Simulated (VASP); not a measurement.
Pb, 2 atoms in the cell. It takes space group P6_3/mmc (No. 194, hexagonal). The conventional cell has a = 3.480 Å, b = 3.480 Å, c = 5.590 Å, α = 90.00°, β = 90.00°, γ = 120.00°. Pb (site symmetry -6m2) has 12 Pb at 3.44 to 3.48 Å within 4.5 Å. This isn't the form of Pb at room conditions, which is fcc.

```yaml
Program: VASP 6.6.1
Task: single point
Functional: PBE
Potentials_or_basis: VASP PAW PBE potentials, release 64 (Pb_d)
Cutoff: 520 eV
k_mesh: 4 × 4 × 2
Occupations: fermi-dirac, width 0.08 eV
Spin: no spin polarisation
Dipole_correction: no
Further_INCAR_settings: ALGO = Normal; EDIFF = 1e-06; NBANDS = 21
```

Potentials or basis: VASP PAW PBE potentials, release 64 (Pb_d).

Command:

```console
$ cat potpaw_PBE.64/Pb_d/POTCAR > POTCAR
$ mpirun -np 1 vasp_std > vasp.out
```

Hardware: 1 thread of Intel(R) Xeon(R) Platinum 8488C (Sapphire Rapids) (shared host).

**Question.** How long does it take, and how much memory?

**Answer.** It took 12 s on 1 thread of Intel(R) Xeon(R) Platinum 8488C (Sapphire Rapids) (shared host), peak memory 0.17 GiB. Counts: scf iterations 10, k points 8.
